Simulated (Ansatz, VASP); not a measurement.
TaF3 in VASP and in Ansatz

```
Ta F
1.0
     4.33433    0.00000    0.00000
    -2.16717    3.75364    0.00000
     0.00000    0.00000    2.86195
Ta F
1 3
Direct
  0.00000 0.00000 0.00000
  0.50000 0.00000 0.00000
  0.00000 0.50000 0.00000
  0.50000 0.50000 0.00000
```

Alike in both runs: task relaxation of cell and atoms; functional PBE; k mesh 12 × 12 × 16; occupations gaussian, width 0.1 eV; no spin polarisation.

|  | VASP | Ansatz |
| --- | --- | --- |
| version | VASP 6.6.1 | Ansatz 0.2.0 |
| potentials or method | VASP PAW PBE potentials, release 64 (Ta_pv, F), cutoff 600 eV | scalar-relativistic, plane waves, PAW |
| valence electrons in the cell | 32 | 34 |

|  | VASP | Ansatz | Ansatz less VASP |
| --- | --- | --- | --- |
| gap on the k mesh at the Fermi level, each at its own relaxed structure (eV) | none | none | - |
| relaxed volume (Å³/atom) | 11.80 | 11.83 | +0.030 |
| relaxed cell length with the largest relative difference (Å) | 2.904 | 2.911 | +0.0070 |

A gap of «none» marks a metal or a gap that the smearing closes. VASP's potentials hold 32 valence electrons a cell and Ansatz's 34, so a difference there can come from the potentials and not from the codes.

Spin-orbit coupling is off throughout.
